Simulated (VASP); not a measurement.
# Cd (Immm) in VASP: a series of runs

Cd is run at these levels: LDA; tasks: single point.

Everything below comes from runs of VASP 6.6.1. Logs are shortened: lines on timing, memory, paths and dates and some standing lists are left out, and cuts for length are marked.

### 1 The cell of the first run

Symmetry: Immm, No. 71, orthorhombic system. The conventional cell has a = 2.980 Å, b = 3.294 Å, c = 4.436 Å, α = 90.00°, β = 90.00°, γ = 90.00°. Cd (site symmetry mmm) has 12 Cd at 2.98 to 3.29 Å within 3.9 Å.

### 2 Single point, LDA (strain -0.1000 x Voigt [0, 0, 0, 0, 0, 1])

INCAR

```
PREC     = Accurate       # precision mode
ENCUT    = 520            # plane-wave cutoff, eV
EDIFF    = 1E-7           # SCF threshold, eV
ISMEAR   = 0              # smearing method
SIGMA    = 0.15           # smearing width, eV
LREAL    = False          # projectors in reciprocal space
LASPH    = True           # aspherical terms in the spheres
NELM     = 80             # most SCF steps
ALGO     = Fast           # electronic algorithm
ISIF     = 2              # what is computed and relaxed
LWAVE    = False          # write WAVECAR
LCHARG   = False          # write CHGCAR
NBANDS   = 12             # bands
```

KPOINTS

```
regular mesh
0
Gamma
  18 18 18
```

POSCAR

```
Cd
1.0
   -0.1109074875      2.2181497500      2.2181497500
    2.2181497500     -0.1109074875      2.2181497500
    2.1072422625      2.1072422625      0.0000000000
Cd
1
Direct
    0.0000000000      0.0000000000      0.0000000000
```

Potentials or basis: VASP PAW LDA potentials, release 64 (Cd).

Run with:

```console
> cat potpaw_LDA.64/Cd/POTCAR > POTCAR
> mpirun -np 1 vasp_std > vasp.out
```

OUTCAR:

```text
PREC = Accurate
   ENCUT = 520
   EDIFF = 1E-7
   ISMEAR = 0
   LREAL = False
   LASPH = True
   NELM = 80
   ISIF = 2

 ion  position               nearest neighbor table
   1  0.000  0.000  0.000-

  LATTYP: Found a body centered orthorhombic cell.
 ALAT       =     2.9800905868
 B/A-ratio  =     1.1052631579
 C/A-ratio  =     1.4886458551

  Lattice vectors:

 A1 = (   0.1109074875,  -2.2181497500,  -2.2181497500)
 A2 = (  -0.1109074875,   2.2181497500,  -2.2181497500)
 A3 = (   2.2181497500,  -0.1109074875,   2.2181497500)

Analysis of symmetry for initial positions (statically):
=====================================================================
 Subroutine PRICEL returns:
 Original cell was already a primitive cell.

 Routine SETGRP: Setting up the symmetry group for a
 body centered orthorhombic supercell.

 Subroutine GETGRP returns: Found  8 space group operations
 (whereof  8 operations were pure point group operations)
 out of a pool of  8 trial point group operations.

The static configuration has the point symmetry D_2h.

Analysis of symmetry for dynamics (positions and initial velocities):
=====================================================================
 Subroutine PRICEL returns:
 Original cell was already a primitive cell.

 Routine SETGRP: Setting up the symmetry group for a
 body centered orthorhombic supercell.

 Subroutine GETGRP returns: Found  8 space group operations
 (whereof  8 operations were pure point group operations)
 out of a pool of  8 trial point group operations.

The dynamic configuration has the point symmetry D_2h.

 Subroutine INISYM returns: Found  8 space group operations
 (whereof  8 operations are pure point group operations),
 and found     1 'primitive' translations

----------------------------------------------------------------------------------------

                                     Primitive cell

  volume of cell :      21.7729

  direct lattice vectors                    reciprocal lattice vectors
    -0.110907487  2.218149750  2.218149750    -0.214679138  0.214679138  0.225413095
     2.218149750 -0.110907487  2.218149750     0.214679138 -0.214679138  0.225413095
     2.107242262  2.107242262  0.000000000     0.237276942  0.237276942 -0.225413095

  length of vectors
     3.138897433  3.138897433  2.980090587     0.378134008  0.378134008  0.404242202

  position of ions in fractional coordinates (direct lattice)
     0.000000000  0.000000000  0.000000000

  ion indices of the primitive-cell ions
[... 82 lines left out ...]
   POTIM  = 0.5000    time-step for ionic-motion
   TEBEG  =    0.0;   TEEND  =   0.0 temperature during run
   PSTRESS=    0.0 pullay stress
   NELECT =      12.0000    total number of electrons
   NUPDOWN=      -1.0000    fix difference up-down
   EMIN   =  10.00;   EMAX   =-10.00  energy-range for DOS
   EFERMI =   0.00;   METHOD = LEGACY
   ISMEAR =     0;   SIGMA  =   0.15  broadening in eV -4-tet -1-fermi 0-gaus
   EFERMI_NEDOS =   21; number of points for ismear=-14 and -15
   IALGO  =     68    algorithm
   IMIX   =      4    mixing-type and parameters
     AMIX     =   0.40;   BMIX     =  1.00
     AMIX_MAG =   1.60;   BMIX_MAG =  1.00
  volume/ion in A,a.u.               =      21.77       146.93
  Fermi-wavevector in a.u.,A,eV,Ry     =   1.342240  2.536465 24.512357  1.801607
  Thomas-Fermi vector in A             =   2.470409
   LORBIT       =      0    0 simple, 1 ext, 2 COOP (PROOUT), +10 PAW based schemes
   GGA     = CA    functional components
   LHFCALC =     F    Hartree Fock is set to
   AEXX    =    0.0000 exact exchange contribution
   IVDW    =     0    specifies the selected vdW correction
   LEPSILON=     F    determine dielectric tensor
   LRPA    =     F    only Hartree local field effects (RPA)
 non-spin polarized calculation
 RMM-DIIS sequential band-by-band and
 Gauss-broadening in eV      SIGMA  =   0.15
  energy-cutoff  :      520.00
  volume of cell :       21.77
 maximum number of plane-waves:       616
   NGX = 11   NGY = 11   NGZ = 11

 number of electron      12.0000001 magnetization

 Free energy of the ion-electron system (eV)
  ---------------------------------------------------
  ext. energy  EPLUGINS =         0.00000000
  ---------------------------------------------------
  free energy    TOTEN  =        -1.48545084 eV

  energy without entropy =       -1.48138564  energy(sigma->0) =       -1.48341824

 E-fermi :   2.5442     XC(G=0): -11.3334

 val. band max:        2.5354030964   @ k =  -0.3889  -0.0000   0.3333
 cond. band min:       2.5505911417   @ k =  -0.3889  -0.4444   0.2778
 fundamental gap:      0.0151880453
 Fermi energy:         2.5441957289

 k-point     1 :       0.0000    0.0000    0.0000
  band No.  band energies     occupation
      1      -6.6344      2.00000
      2      -6.6240      2.00000
      3      -6.3275      2.00000
      4      -6.2079      2.00000
      5      -6.0022      2.00000
      6      -5.9908      2.00000
      7      15.6158      0.00000
      8      15.8406      0.00000
      9      18.5544      0.00000
     10      19.2972      0.00000
     11      19.6154      0.00000
     12      20.2302      0.00000
[... 331 lines left out ...]
 k-point    24 :      -0.2222    0.0556    0.0000
  band No.  band energies     occupation
      1      -6.8007      2.00000
      2      -6.5734      2.00000
      3      -6.2386      2.00000
      4      -5.9473      2.00000
      5      -5.9440      2.00000
      6      -4.6083      2.00000
      7       8.4077      0.00000
      8      13.5219      0.00000
      9      18.2778      0.00000
     10      18.6534      0.00000
     11      20.8247      0.00000
     12      21.1199      0.00000

 [... further k-points ...]

------------------------ aborting loop because EDIFF is reached ----------------------------------------

  FORCE on cell =-STRESS in cart. coord.  units (eV):
  Direction    XX          YY          ZZ          XY          YZ          ZX
  --------------------------------------------------------------------------------------
  -------------------------------------------------------------------------------------
  Total       -0.5470344     -0.5470344     -0.5918984     -0.0798481      0.0000000      0.0000000
  in kB      -40.2540603    -40.2540603    -43.5554243     -5.8757030      0.0000000      0.0000000
  external PRESSURE =     -41.3545150 kB  Pullay stress =       0.0000000 kB

 VOLUME and BASIS-vectors are now :
 -----------------------------------------------------------------------------
  energy-cutoff  :      520.00
  volume of cell :       21.77
      direct lattice vectors                 reciprocal lattice vectors
    -0.110907487  2.218149750  2.218149750    -0.214679138  0.214679138  0.225413095
     2.218149750 -0.110907487  2.218149750     0.214679138 -0.214679138  0.225413095
     2.107242262  2.107242262  0.000000000     0.237276942  0.237276942 -0.225413095

 POSITION                                       TOTAL-FORCE (eV/Angst)
 -----------------------------------------------------------------------------------
      0.00000      0.00000      0.00000         0.000000      0.000000      0.000000
 -----------------------------------------------------------------------------------
    total drift:                                0.000000     -0.000000     -0.000000

  FREE ENERGIE OF THE ION-ELECTRON SYSTEM (eV)
  ---------------------------------------------------
  free  energy   TOTEN  =        -1.4854508375 eV

  energy  without entropy=       -1.4813856429  energy(sigma->0) =       -1.48341824
```

OSZICAR:

```text
N       E                     dE             d eps       ncg     rms          rms(c)
DAV:   1     0.709811233410E+02    0.70981E+02   -0.69871E+03 22320   0.995E+02
DAV:   2    -0.248943973043E+00   -0.71230E+02   -0.67651E+02 22448   0.238E+02
DAV:   3    -0.155427748429E+01   -0.13053E+01   -0.13045E+01 24812   0.363E+01
DAV:   4    -0.155602453293E+01   -0.17470E-02   -0.17470E-02 23208   0.132E+00
DAV:   5    -0.155602898790E+01   -0.44550E-05   -0.44547E-05 25032   0.669E-02    0.311E+00
RMM:   6    -0.149332834231E+01    0.62701E-01   -0.94868E-02 21258   0.326E+00    0.250E+00
RMM:   7    -0.148674232632E+01    0.65860E-02   -0.49748E-03 21943   0.560E-01    0.126E+00
RMM:   8    -0.148543878266E+01    0.13035E-02   -0.13123E-03 22959   0.561E-01    0.577E-02
RMM:   9    -0.148544979442E+01   -0.11012E-04   -0.48817E-05 23650   0.824E-02    0.199E-02
RMM:  10    -0.148545117421E+01   -0.13798E-05   -0.16363E-05 23536   0.594E-02    0.131E-02
RMM:  11    -0.148545084594E+01    0.32827E-06   -0.23150E-06 23962   0.167E-02    0.313E-03
RMM:  12    -0.148545083747E+01    0.84740E-08   -0.73814E-08 16878   0.376E-03
   1 F= -.14854508E+01 E0= -.14834182E+01  d E =-.406519E-02
```

stdout:

```text
POSCAR found type information on POSCAR Cd
 POSCAR found :  1 types and       1 ions
 scaLAPACK will be used
 LDA part: xc-table for (Slater(with rela. corr.)+CA(PZ))
 , standard interpolation
 POSCAR, INCAR and KPOINTS ok, starting setup
 FFT: planning ... GRIDC
 FFT: planning ... GRID_SOFT
 FFT: planning ... GRID
 WAVECAR not read
 entering main loop
```

Wall time 3.9 min (1 thread of Oxide Virtual Turin-like, shared host); peak memory 0.28 GiB.

What came out:

| Property | Result |
| --- | --- |
| Free energy | -1.4855 eV |
| Pressure | -4.1 GPa |
| Band gap on the k mesh | zero (bands 6 and 7 overlap by 3.73 eV) |

Stress tensor (GPa, compression positive):
```
-4.03 -0.59  0.00
-0.59 -4.03  0.00
 0.00  0.00 -4.36
```

Caveat: the cell differs from its parent crystal (strain -0.1000 x Voigt [0, 0, 0, 0, 0, 1]); the cell stands under tension.

### 3 Single point, LDA (strain +0.0875 x Voigt [0, 0, 0, 0, 0, 1])

INCAR

```
PREC = Accurate ; ENCUT = 520
EDIFF = 1E-7 ; ISMEAR = 0
SIGMA = 0.15 ; LREAL = False
LASPH = True ; NELM = 80
ALGO = Fast ; ISIF = 2
LWAVE = False ; LCHARG = False
NBANDS = 12
```

KPOINTS

```
Automatic mesh
0
Gamma
  18 18 18
```

POSCAR

```
Cd
1.0
    0.0970440516      2.2181497500      2.2181497500
    2.2181497500      0.0970440516      2.2181497500
    2.3151938016      2.3151938016      0.0000000000
Cd
1
Direct
    0.0000000000      0.0000000000      0.0000000000
```

Potentials or basis: VASP PAW LDA potentials, release 64 (Cd).

Run with:

```console
> cat potpaw_LDA.64/Cd/POTCAR > POTCAR
> mpirun -np 1 vasp_std > vasp.out
```

It took 2.7 min on 1 thread of Oxide Virtual Turin-like, shared host; peak memory 0.27 GiB.

Results (log left out):

| Item | Value |
| --- | --- |
| Free energy | -1.4841 eV |
| Pressure | -4.2 GPa |
| Band gap on the k mesh | zero (bands 6 and 7 overlap by 3.65 eV) |

Stress tensor (GPa, compression positive):
```
-4.20  0.56  0.00
 0.56 -4.20  0.00
 0.00  0.00 -4.25
```

Levels at points of the mesh, in eV from the Fermi level:
| k point | band 3 | band 4 | band 5 | band 6 | band 7 | band 8 | band 9 | band 10 |
| --- | --- | --- | --- | --- | --- | --- | --- | --- |
| (0.00, 0.00, 0.00) | -8.90 | -8.76 | -8.56 | -8.55 | 13.21 | 13.48 | 15.82 | 16.50 |
| (0.50, 0.00, 0.00) | -8.93 | -8.24 | -8.10 | -2.04 | -0.76 | 11.52 | 11.81 | 13.22 |
| (0.50, 0.50, 0.00) | -8.21 | -8.10 | -8.10 | -0.79 | 1.35 | 5.44 | 8.25 | 9.89 |
| (0.00, 0.00, 0.50) | -8.90 | -8.29 | -8.16 | -2.49 | -1.83 | 12.36 | 13.62 | 14.01 |
| (0.50, 0.00, 0.50) | -8.27 | -8.11 | -8.04 | -0.76 | 1.45 | 6.80 | 6.80 | 11.25 |

Caveat: the cell differs from its parent crystal (strain +0.0875 x Voigt [0, 0, 0, 0, 0, 1]); the cell stands under tension.
